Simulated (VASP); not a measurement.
# Nb (C2/m) in VASP: a series of runs

Nb is run at these levels: LDA; tasks: single point.

Program: VASP 6.6.1. These are calculated values, not measurements. Logs are shortened: lines on timing, memory, paths and dates and some standing lists are left out, and cuts for length are marked.

### 1 The cell of the first run

Symmetry: C2/m, No. 12, monoclinic system. The conventional cell has a = 5.121 Å, b = 2.956 Å, c = 4.789 Å, α = 90.00°, β = 90.00°, γ = 90.00°. Within 3.6 Å of Nb (site symmetry m) lie 12 Nb at 2.70 to 3.23 Å.

### 2 Single point, LDA (shortest bond scaled by 1.1)

INCAR reads:

```
SYSTEM = Nb
PREC = Accurate ; ENCUT = 520
EDIFF = 1E-7 ; ISMEAR = -1
SIGMA = 0.05 ; LREAL = .False.
LASPH = .True. ; NELM = 60
ALGO = Normal ; ISIF = 2
LWAVE = .False. ; LCHARG = .False.
GGA = CA ; NBANDS = 20
```

KPOINTS reads:

```
regular mesh
0
Gamma
  12 12 6
  0 0 0
```

POSCAR reads:

```
Nb
1.0
    2.9563926124      0.0000000000      0.0000000000
   -1.4781963062      2.5603111058      0.0000000000
    0.0000000000      0.0000000000      4.7893560320
Nb
2
Direct
    0.3666666667      0.6833333333      0.2750000000
    0.6333333333      0.3166666667      0.7250000000
```

Potentials or basis: VASP PAW LDA potentials, release 64 (Nb_sv).

On the command line:

```sh
$ cat potpaw_LDA.64/Nb_sv/POTCAR > POTCAR
$ mpirun -np 1 vasp_std > vasp.out
```

OUTCAR:

```text
SYSTEM = Nb
   PREC = Accurate
   ENCUT = 520
   EDIFF = 1E-7
   ISMEAR = -1
   LREAL = .False.
   LASPH = .True.
   NELM = 60
   ISIF = 2
   GGA = CA

 ion  position               nearest neighbor table
   1  0.367  0.683  0.275-   2 2.70   2 2.70   2 2.86
   2  0.633  0.317  0.725-   1 2.70   1 2.70   1 2.86

  LATTYP: Found a hexagonal cell.
 ALAT       =     2.9563926124
 C/A-ratio  =     1.6200000000

  Lattice vectors:

 A1 = (   2.9563926124,   0.0000000000,   0.0000000000)
 A2 = (  -1.4781963062,   2.5603111058,   0.0000000000)
 A3 = (   0.0000000000,   0.0000000000,   4.7893560320)

Analysis of symmetry for initial positions (statically):
=====================================================================
 Subroutine PRICEL returns:
 Original cell was already a primitive cell.

 Routine SETGRP: Setting up the symmetry group for a
 hexagonal supercell.

 Subroutine GETGRP returns: Found  4 space group operations
 (whereof  4 operations were pure point group operations)
 out of a pool of 24 trial point group operations.

The static configuration has the point symmetry C_2h.

Analysis of symmetry for dynamics (positions and initial velocities):
=====================================================================
 Subroutine PRICEL returns:
 Original cell was already a primitive cell.

 Routine SETGRP: Setting up the symmetry group for a
 hexagonal supercell.

 Subroutine GETGRP returns: Found  4 space group operations
 (whereof  4 operations were pure point group operations)
 out of a pool of 24 trial point group operations.

The dynamic configuration has the point symmetry C_2h.

 Subroutine INISYM returns: Found  4 space group operations
 (whereof  4 operations are pure point group operations),
 and found     1 'primitive' translations

----------------------------------------------------------------------------------------

                                     Primitive cell

  volume of cell :      36.2520

  direct lattice vectors                    reciprocal lattice vectors
     2.956392612  0.000000000  0.000000000     0.338250067  0.195288767  0.000000000
    -1.478196306  2.560311106  0.000000000     0.000000000  0.390577535  0.000000000
     0.000000000  0.000000000  4.789356032     0.000000000  0.000000000  0.208796338

  length of vectors
     2.956392612  2.956392612  4.789356032     0.390577535  0.390577535  0.208796338

  position of ions in fractional coordinates (direct lattice)
     0.366666667  0.683333333  0.275000000
     0.633333333  0.316666667  0.725000000

  ion indices of the primitive-cell ions
   primitive index   ion index
                 1           1
                 2           2

----------------------------------------------------------------------------------------

 KPOINTS: regular mesh

Automatic generation of k-mesh.
 Grid dimensions read from file:
 generate k-points for:   12   12    6

 Generating k-lattice:

  Cartesian coordinates                     Fractional coordinates (reciprocal lattice)
     0.028187506  0.016274064  0.000000000     0.083333333  0.000000000  0.000000000
     0.000000000  0.032548128  0.000000000     0.000000000  0.083333333  0.000000000
     0.000000000  0.000000000  0.034799390     0.000000000  0.000000000  0.166666667

  Length of vectors
     0.032548128  0.032548128  0.034799390

  Shift w.r.t. Gamma in fractional coordinates (k-lattice)
     0.000000000  0.000000000  0.000000000

 Subroutine IBZKPT returns following result:
 ===========================================

 Found    242 irreducible k-points:

 Following reciprocal coordinates:
            Coordinates               Weight
  0.000000  0.000000  0.000000      1.000000
  0.083333  0.000000  0.000000      2.000000
  0.000000  0.083333  0.000000      4.000000
  0.166667  0.000000  0.000000      2.000000
  0.000000  0.166667  0.000000      4.000000
  0.250000  0.000000  0.000000      2.000000
[... 16 lines left out ...]
 -0.083333  0.416667  0.000000      4.000000
 -0.416667  0.333333  0.000000      4.000000
 [... further k-points ...]
   k-points           NKPTS =    242   k-points in BZ     NKDIM =    242   number of bands    NBANDS=     20
   number of dos      NEDOS =    301   number of ions     NIONS =      2
   total plane-waves  NPLWV =  20736
   dimension x,y,z NGX =    24 NGY =   24 NGZ =   36
   dimension x,y,z NGXF=    48 NGYF=   48 NGZF=   72
   ions per type =               2
   NGX,Y,Z   is equivalent  to a cutoff of  13.50, 13.50, 12.50 a.u.
   NGXF,Y,Z  is equivalent  to a cutoff of  26.99, 26.99, 24.99 a.u.
 SYSTEM =  Nb
   PREC   = accura    normal or accurate (medium, high low for compatibility)
   ISTART =      0    job   : 0-new  1-cont  2-samecut
   ICHARG =      2    charge: 1-file 2-atom 10-const
   ISPIN  =      1    spin polarized calculation?
   LNONCOLLINEAR =      F non collinear calculations
   LSORBIT =      F    spin-orbit coupling
   LASPH  =      T    aspherical Exc in radial PAW
   ENCUT  =  520.0 eV  38.22 Ry    6.18 a.u.   5.50  5.50  8.91*2*pi/ulx,y,z
   NELM   =     60;   NELMIN=  2; NELMDL= -5     # of ELM steps
   EDIFF  = 0.1E-06   stopping-criterion for ELM
   LREAL  =      F    real-space projection
   EDIFFG = 0.1E-05   stopping-criterion for IOM
   NSW    =      0    number of steps for IOM
   IBRION =     -1    ionic relax: 0-MD 1-quasi-New 2-CG
   NFREE  =      0    steps in history (QN), initial steepest desc. (CG)
   ISIF   =      2    stress and relaxation
   ISYM   =      2    0-nonsym 1-usesym 2-fastsym
   POTIM  = 0.5000    time-step for ionic-motion
   TEBEG  =    0.0;   TEEND  =   0.0 temperature during run
   PSTRESS=    0.0 pullay stress
   NELECT =      26.0000    total number of electrons
   NUPDOWN=      -1.0000    fix difference up-down
   EMIN   =  10.00;   EMAX   =-10.00  energy-range for DOS
   EFERMI =   0.00;   METHOD = LEGACY
   ISMEAR =    -1;   SIGMA  =   0.05  broadening in eV -4-tet -1-fermi 0-gaus
   EFERMI_NEDOS =   21; number of points for ismear=-14 and -15
   IALGO  =     38    algorithm
   IMIX   =      4    mixing-type and parameters
     AMIX     =   0.40;   BMIX     =  1.00
     AMIX_MAG =   1.60;   BMIX_MAG =  1.00
  volume/ion in A,a.u.               =      18.13       122.32
  Fermi-wavevector in a.u.,A,eV,Ry     =   1.465397  2.769199 29.216991  2.147388
  Thomas-Fermi vector in A             =   2.581259
   LORBIT       =      0    0 simple, 1 ext, 2 COOP (PROOUT), +10 PAW based schemes
   GGA     = CA    functional components
   LHFCALC =     F    Hartree Fock is set to
   AEXX    =    0.0000 exact exchange contribution
   IVDW    =     0    specifies the selected vdW correction
   LEPSILON=     F    determine dielectric tensor
   LRPA    =     F    only Hartree local field effects (RPA)
 non-spin polarized calculation
  energy-cutoff  :      520.00
  volume of cell :       36.25
 maximum number of plane-waves:      1002
 NGX is ok and might be reduce to    24
   NGX = 11   NGY = 11   NGZ = 17

 number of electron      26.0000000 magnetization

 Free energy of the ion-electron system (eV)
  ---------------------------------------------------
  ext. energy  EPLUGINS =         0.00000000
  ---------------------------------------------------
  free energy    TOTEN  =       -21.49149119 eV

  energy without entropy =      -21.46675019  energy(sigma->0) =      -21.47912069

 E-fermi :  11.2812     XC(G=0): -12.6467

 val. band max:       11.2810510351   @ k =   0.0000   0.5000   0.1667
 cond. band min:      11.2813824708   @ k =   0.0833   0.0000   0.5000
 fundamental gap:      0.0003314357
 Fermi energy:        11.2812439865

 k-point     1 :       0.0000    0.0000    0.0000
  band No.  band energies     occupation
      1     -43.1720      2.00000
      2     -42.8575      2.00000
      3     -20.0678      2.00000
      4     -18.8854      2.00000
      5     -18.7852      2.00000
      6     -18.6545      2.00000
[... 12 lines left out ...]
     19      15.0545      0.00000
     20      16.2434      0.00000

 k-point     2 :       0.0833    0.0000    0.0000
  band No.  band energies     occupation
      1     -43.1586      2.00000
      2     -42.8513      2.00000
      3     -20.0431      2.00000
      4     -18.9062      2.00000
      5     -18.8740      2.00000
      6     -18.7133      2.00000
[... 12 lines left out ...]
     19      16.1679      0.00000
     20      16.3138      0.00000

 k-point     3 :       0.0000    0.0833    0.0000
  band No.  band energies     occupation
      1     -43.1572      2.00000
      2     -42.8527      2.00000
      3     -20.0387      2.00000
      4     -18.9579      2.00000
      5     -18.8212      2.00000
      6     -18.6857      2.00000
[... 12 lines left out ...]
     19      15.3870      0.00000
     20      16.9812      0.00000

 k-point     4 :       0.1667    0.0000    0.0000
  band No.  band energies     occupation
      1     -43.1215      2.00000
      2     -42.8348      2.00000
      3     -19.9751      2.00000
      4     -19.0958      2.00000
      5     -18.9621      2.00000
      6     -18.8796      2.00000
[... 12 lines left out ...]
     19      16.4650      0.00000
     20      17.8352      0.00000

 k-point     5 :       0.0000    0.1667    0.0000
  band No.  band energies     occupation
      1     -43.1158      2.00000
      2     -42.8404      2.00000
      3     -19.9580      2.00000
      4     -19.1567      2.00000
      5     -18.8963      2.00000
      6     -18.8444      2.00000
[... 12 lines left out ...]
     19      15.7878      0.00000
     20      18.4895      0.00000

 k-point     6 :       0.2500    0.0000    0.0000
  band No.  band energies     occupation
      1     -43.0691      2.00000
      2     -42.8134      2.00000
      3     -19.8836      2.00000
      4     -19.3808      2.00000
      5     -19.0927      2.00000
      6     -19.0363      2.00000
[... 12 lines left out ...]
     19      16.6016      0.00000
     20      19.3983      0.00000

 k-point     7 :       0.0000    0.2500    0.0000
  band No.  band energies     occupation
      1     -43.0556      2.00000
      2     -42.8266      2.00000
      3     -19.8497      2.00000
      4     -19.4150      2.00000
      5     -19.0736      2.00000
      6     -18.9810      2.00000
[... 12 lines left out ...]
     19      16.0681      0.00000
     20      20.0852      0.00000
[... 277 lines left out ...]
 k-point    20 :      -0.0833    0.3333    0.0000
  band No.  band energies     occupation
      1     -43.0112      2.00000
      2     -42.8239      2.00000
      3     -19.7883      2.00000
      4     -19.5451      2.00000
      5     -19.1997      2.00000
      6     -19.0141      2.00000
[... 12 lines left out ...]
     19      15.8969      0.00000
     20      20.9321      0.00000

 k-point    21 :      -0.3333    0.2500    0.0000
  band No.  band energies     occupation
      1     -43.0195      2.00000
      2     -42.8156      2.00000
      3     -19.8014      2.00000
      4     -19.5224      2.00000
      5     -19.2529      2.00000
      6     -19.0041      2.00000
[... 12 lines left out ...]
     19      16.2599      0.00000
     20      20.7611      0.00000

 k-point    22 :       0.3333    0.0833    0.0000
  band No.  band energies     occupation
      1     -42.9827      2.00000
      2     -42.7877      2.00000
      3     -19.7997      2.00000
      4     -19.7245      2.00000
      5     -19.3382      2.00000
      6     -19.1559      2.00000
[... 12 lines left out ...]
     19      16.5185      0.00000
     20      20.5569      0.00000

 k-point    23 :      -0.0833    0.4167    0.0000
  band No.  band energies     occupation
      1     -42.9466      2.00000
      2     -42.8237      2.00000
      3     -19.8145      2.00000
      4     -19.6958      2.00000
      5     -19.2380      2.00000
      6     -19.1218      2.00000
[... 12 lines left out ...]
     19      16.3364      0.00000
     20      20.8482      0.00000

 k-point    24 :      -0.4167    0.3333    0.0000
  band No.  band energies     occupation
      1     -42.9557      2.00000
      2     -42.8145      2.00000
      3     -19.8147      2.00000
      4     -19.6848      2.00000
      5     -19.3113      2.00000
      6     -19.0841      2.00000
[... 12 lines left out ...]
     19      16.3034      0.00000
     20      20.8290      0.00000

 [... further k-points ...]

------------------------ aborting loop because EDIFF is reached ----------------------------------------

  FORCE on cell =-STRESS in cart. coord.  units (eV):
  Direction    XX          YY          ZZ          XY          YZ          ZX
  --------------------------------------------------------------------------------------
  -------------------------------------------------------------------------------------
  Total       -0.7051194      0.1334248     -0.0671811     -0.7262006     -0.4730728     -0.8193861
  in kB      -31.1631460      5.8967832     -2.9691056    -32.0948402    -20.9077163    -36.2132251
  external PRESSURE =      -9.4118228 kB  Pullay stress =       0.0000000 kB

 VOLUME and BASIS-vectors are now :
 -----------------------------------------------------------------------------
  energy-cutoff  :      520.00
  volume of cell :       36.25
      direct lattice vectors                 reciprocal lattice vectors
     2.956392612  0.000000000  0.000000000     0.338250067  0.195288767  0.000000000
    -1.478196306  2.560311106  0.000000000     0.000000000  0.390577535  0.000000000
     0.000000000  0.000000000  4.789356032     0.000000000  0.000000000  0.208796338

 POSITION                                       TOTAL-FORCE (eV/Angst)
 -----------------------------------------------------------------------------------
      0.07391      1.74955      1.31707         0.599841      0.346318     -2.190009
      1.40429      0.81077      3.47228        -0.599841     -0.346318      2.190009
 -----------------------------------------------------------------------------------
    total drift:                               -0.000000      0.000000     -0.000000

  FREE ENERGIE OF THE ION-ELECTRON SYSTEM (eV)
  ---------------------------------------------------
  free  energy   TOTEN  =       -21.4914911874 eV

  energy  without entropy=      -21.4667501875  energy(sigma->0) =      -21.47912069
```

Wall time 1.7 min (1 thread of Intel Xeon Platinum 8259CL at 2.50GHz (Skylake/Cascade Lake), shared host); peak memory 0.24 GiB.

What came out:

```
Free energy            : -21.4915 eV
Pressure               : -0.9 GPa
Largest force          : 2.297 eV/Å
Band gap on the k mesh : zero (band 13 reaches 12.36 eV, above the bottom of band 14 at 10.68 eV)
```

Forces in eV/Å, atoms in the order of the input:
```
Nb   0.600  0.346 -2.190
Nb  -0.600 -0.346  2.190
```

Stress tensor (GPa, compression positive):
```
-3.12 -3.21 -3.62
-3.21  0.59 -2.09
-3.62 -2.09 -0.30
```

Caveat: the cell differs from its parent crystal (shortest bond scaled by 1.1); forces of over 1 eV/Å act on the atoms, so gaps and moduli don't describe the material at rest.

### 3 Single point, LDA (shortest bond scaled by 0.7)

INCAR reads:

```
SYSTEM = Nb
PREC = Accurate
ENCUT = 520
EDIFF = 1E-7
ISMEAR = -1
SIGMA = 0.05
LREAL = .FALSE.
LASPH = .TRUE.
NELM = 100
ALGO = Normal
ISIF = 2
LWAVE = .FALSE.
LCHARG = .FALSE.
GGA = CA
NBANDS = 20
```

KPOINTS reads:

```
Automatic mesh
0
G
  12 12 6
  0 0 0
```

POSCAR reads:

```
Nb
1.0
    2.9563926124      0.0000000000      0.0000000000
   -1.4781963062      2.5603111058      0.0000000000
    0.0000000000      0.0000000000      4.7893560320
Nb
2
Direct
    0.2333333333      0.6166666667      0.1750000000
    0.7666666667      0.3833333333      0.8250000000
```

Potentials or basis: VASP PAW LDA potentials, release 64 (Nb_sv).

On the command line:

```sh
$ cat potpaw_LDA.64/Nb_sv/POTCAR > POTCAR
$ mpirun -np 1 vasp_std > vasp.out
```

Wall time 1.8 min (1 thread of Intel Xeon Platinum 8259CL at 2.50GHz (Skylake/Cascade Lake), shared host); peak memory 0.24 GiB.

Results (log left out):

```
Free energy            : -19.7600 eV
Pressure               : 27.5 GPa
Largest force          : 6.614 eV/Å
Band gap on the k mesh : zero (band 13 reaches 12.38 eV, above the bottom of band 14 at 10.10 eV)
```

Forces on the atoms (eV/Å):
```
Nb   0.995  0.574  6.513
Nb  -0.995 -0.574 -6.513
```

Stress tensor (GPa, compression positive):
```
23.85 -5.08  4.75
-5.08 29.72  2.74
 4.75  2.74 28.99
```

Levels at points of the mesh, in eV from the Fermi level:
| k point | band 10 | band 11 | band 12 | band 13 | band 14 | band 15 | band 16 | band 17 |
| --- | --- | --- | --- | --- | --- | --- | --- | --- |
| (0.00, 0.00, 0.00) | -4.82 | -2.29 | -1.33 | -1.12 | -0.57 | 1.18 | 2.15 | 4.17 |
| (0.50, 0.00, 0.00) | -2.34 | -1.41 | -0.62 | -0.19 | 0.58 | 1.42 | 3.47 | 5.24 |
| (0.00, 0.50, 0.00) | -3.67 | -2.90 | -0.64 | 0.63 | 0.71 | 3.34 | 3.72 | 4.79 |
| (0.00, 0.00, 0.50) | -4.77 | -2.79 | -1.50 | -1.28 | -0.38 | 0.18 | 1.55 | 4.77 |
| (0.50, 0.00, 0.50) | -3.33 | -2.57 | -0.25 | -0.16 | 2.81 | 3.00 | 3.52 | 3.98 |
| (0.00, 0.50, 0.50) | -3.62 | -2.87 | -1.79 | 1.27 | 1.83 | 3.37 | 3.85 | 3.97 |

Caveat: the cell differs from its parent crystal (shortest bond scaled by 0.7); forces of over 1 eV/Å act on the atoms, so gaps and moduli don't describe the material at rest.
